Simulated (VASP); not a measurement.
Input of a VASP 6.6.1 run:

Contents of INCAR:

```
SYSTEM = B17N15
PREC     = Accurate       ! precision mode
ENCUT    = 520            ! plane-wave cutoff, eV
EDIFF    = 1E-6           ! SCF threshold, eV
ISMEAR   = -1             ! smearing method
SIGMA    = 0.01           ! smearing width, eV
LREAL    = Auto         
LASPH    = .True.         ! aspherical terms in the spheres
NELM     = 200            ! most SCF steps
ALGO     = Normal         ! electronic algorithm
ISIF     = 2              ! what is computed and relaxed
LWAVE    = .False.        ! write WAVECAR
LCHARG   = .False.        ! write CHGCAR
ISPIN    = 2              ! spin polarisation
MAGMOM   = 0 0 0 0 0 0.01 0 0 0.01 0.13 0 0 0 0 0.01 0 0.15 0 0.01 0 0.01 0.03 0.04 0 0 0.04 0.03 0.01 0 0.03 0.04 0 ! initial moments
LORBIT   = 11             ! projections on sites
NUPDOWN  = 1.0            ! fixed moment
GGA      = PE             ! functional
NBANDS   = 89             ! bands
NELECT   = 127.0        
GGA_COMPAT= .False.
```

File KPOINTS:

```
Automatic mesh
0
Gamma
  1 1 1
  0 0 0
```

Contents of POSCAR:

```
B17N15
1.0
   -3.6241103844      3.6241103844     -3.6241103844
    3.6241103844      3.6241103844      3.6241103844
    3.6241103844     -3.6241103844     -3.6241103844
B N
17 15
Direct
    0.0000915571      0.0015794472      0.0010046449
   -0.0002043308      0.2500139921      0.7497323969
    0.0015191709      0.5023496038      0.5018120964
    0.0019600025      0.7510878370      0.2508917109
    0.2511461615      0.0002657010      0.7486730413
    0.2401850433      0.2499702298      0.4945319226
    0.2485172475      0.4984183663      0.2494229687
    0.2525291023      0.7493669486      0.0011500024
    0.5009156035     -0.0104579517      0.4950241158
    0.5006381935      0.2501393239      0.2379707684
    0.5008889866      0.4997852325     -0.0015943977
    0.5008876255      0.7489079642      0.7498401424
    0.7491334154     -0.0023276634      0.2494667893
    0.7505283875      0.2500130440     -0.0015700661
    0.7614659098      0.5105236746      0.7553998666
    0.7531723866      0.7506772239      0.5017872949
    0.5009575667      0.2499146730      0.5138292590
   -0.0075732363     -0.0031714158      0.2460170404
    0.0001343283      0.2500097767      0.0003458451
    0.0093020323      0.5052522467      0.7544721612
    0.0015716603      0.7507220549      0.5010901877
    0.2498667500     -0.0009105745     -0.0012530886
    0.2480504460      0.2500067073      0.7530778270
    0.2456330716      0.5031261799      0.4991846680
    0.2477106304      0.7416718518      0.2461147250
    0.5008521299     -0.0029757071      0.7532823001
    0.5008082797      0.5009947042      0.2496375974
    0.5008610186      0.7492990842      0.0003809624
    0.7540372308     -0.0052037558      0.4992530232
    0.7516842721      0.2500242786      0.2497843699
    0.7537867456      0.5029350374      0.0061490501
    0.7560531610      0.7583135767      0.7544237784
```

Potentials or basis: VASP PAW PBE potentials, release 64 (B, N).

Command:

```bash
$ cat potpaw_PBE.64/B/POTCAR potpaw_PBE.64/N/POTCAR > POTCAR
$ mpirun -np 1 vasp_gam > vasp.out
```

Task: Estimate the largest force.

Result: 0.247 eV/Å.

Forces on the atoms (eV/Å):
```
B    0.001  0.022  0.084
B    0.077 -0.079  0.070
B   -0.009  0.087  0.020
B    0.078  0.070 -0.074
B   -0.008  0.061  0.011
B   -0.150  0.146 -0.131
B   -0.019  0.000  0.086
B   -0.087  0.019  0.004
B    0.122  0.142  0.141
B    0.065 -0.070 -0.073
B   -0.062  0.007  0.011
B   -0.069 -0.078 -0.071
B   -0.085  0.008  0.017
B   -0.012  0.009  0.058
B   -0.149 -0.130  0.144
B   -0.017  0.091  0.006
B   -0.006  0.021  0.025
N    0.026  0.023  0.027
N    0.020 -0.022 -0.021
N    0.027  0.023  0.020
N    0.020 -0.022 -0.022
N    0.122  0.039 -0.117
N   -0.035  0.035 -0.187
N   -0.019 -0.024  0.030
N   -0.025  0.022 -0.022
N    0.181  0.041  0.036
N   -0.041 -0.119 -0.117
N    0.022 -0.022 -0.021
N   -0.025 -0.026  0.016
N    0.120 -0.116  0.035
N   -0.041 -0.183  0.038
N   -0.023  0.025 -0.021
```

Caveat: the k points lie up to 1.23 Å⁻¹ apart; the cell carries a net charge on a neutralising background, which shifts energy and pressure; the total moment is fixed, so each spin has its own Fermi level.
